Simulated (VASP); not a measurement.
Crystal: TaSi2.

```
CELL_PARAMETERS angstrom
2.95227 -0.00279 0.04524
-0.00483 5.21654 0.03173
0.09608 0.03890 6.30170
ATOMIC_POSITIONS crystal
Ta 0.49910 0.18161 0.49375
Ta 0.99959 0.66922 0.50806
Si 0.97127 0.31464 0.19080
Si 0.52343 0.83831 0.18254
Si 0.99979 0.32558 0.80767
Si 0.50682 0.83730 0.81717
```

| Quantity | Value |
| --- | --- |
| Program | VASP 6.6.1 |
| Task | relaxation of cell and atoms |
| Functional | PBE |
| Potentials or basis | VASP PAW PBE potentials, release 64 (Ta_pv, Si) |
| Cutoff | 600 eV |
| k mesh | 8 × 4 × 4 |
| Occupations | gaussian, width 0.2 eV |
| Spin | no spin polarisation |

At the start: pressure 4.7 GPa; volume 16.17 Å³/atom.

Q: Where does the relaxation end?

A: Over 21 steps the energy falls by 61.5 meV/atom and the volume is 16.49 Å³/atom (+2.0 %); space group Pm (No. 6, to 0.05 Å).

The path:
| step | energy change (eV) | largest force (eV/Å) | pressure (GPa) | volume (Å³) |
| --- | --- | --- | --- | --- |
| 1 | 0.0000 | 1.9845 | 4.67 | 97.02 |
| 2 | -0.0897 | 0.9391 | -7.14 | 103.74 |
| 3 | -0.2142 | 0.4039 | -2.70 | 100.66 |
| 4 | -0.2437 | 0.4894 | 1.85 | 97.91 |
| 5 | -0.2509 | 0.3952 | 0.38 | 98.73 |
| 6 | -0.2739 | 0.2693 | 0.49 | 98.59 |
| 7 | -0.3044 | 0.6714 | 1.01 | 98.18 |
| 8 | -0.3135 | 0.7043 | 0.77 | 98.34 |
| 9 | -0.3233 | 0.7947 | 0.13 | 98.78 |
| 10 | -0.3349 | 0.6138 | 0.04 | 98.83 |
| 11 | -0.3512 | 0.2387 | -0.13 | 98.99 |
| 12 | -0.3513 | 0.2644 | -0.14 | 99.01 |
| 13 | -0.3560 | 0.2040 | -0.05 | 98.95 |
| 14 | -0.3628 | 0.2078 | 0.26 | 98.77 |
| 15 | -0.3664 | 0.1209 | -0.08 | 98.97 |
| 16 | -0.3679 | 0.0585 | -0.49 | 99.21 |
| 17 | -0.3687 | 0.0618 | 0.27 | 98.78 |
| 18 | -0.3688 | 0.0447 | 0.05 | 98.91 |
| 19 | -0.3691 | 0.0305 | 0.03 | 98.93 |
| 20 | -0.3691 | 0.0259 | 0.02 | 98.94 |
| 21 | -0.3692 | 0.0225 | -0.03 | 98.97 |

Final structure:
```cif
data_structure
_symmetry_space_group_name_H-M 'P 1'
_symmetry_Int_Tables_number 1
_cell_length_a 2.9513
_cell_length_b 5.3324
_cell_length_c 6.3142
_cell_angle_alpha 89.996
_cell_angle_beta 89.996
_cell_angle_gamma 95.160
_cell_volume 98.97
loop_
_atom_site_label
_atom_site_type_symbol
_atom_site_fract_x
_atom_site_fract_y
_atom_site_fract_z
_atom_site_occupancy
Ta1 Ta 0.48227 0.16337 0.50002 1
Ta2 Ta 0.98986 0.66352 0.50008 1
Si1 Si 0.99681 0.33472 0.18454 1
Si2 Si 0.51755 0.83479 0.18516 1
Si3 Si 0.99877 0.33513 0.81521 1
Si4 Si 0.51474 0.83514 0.81499 1
```
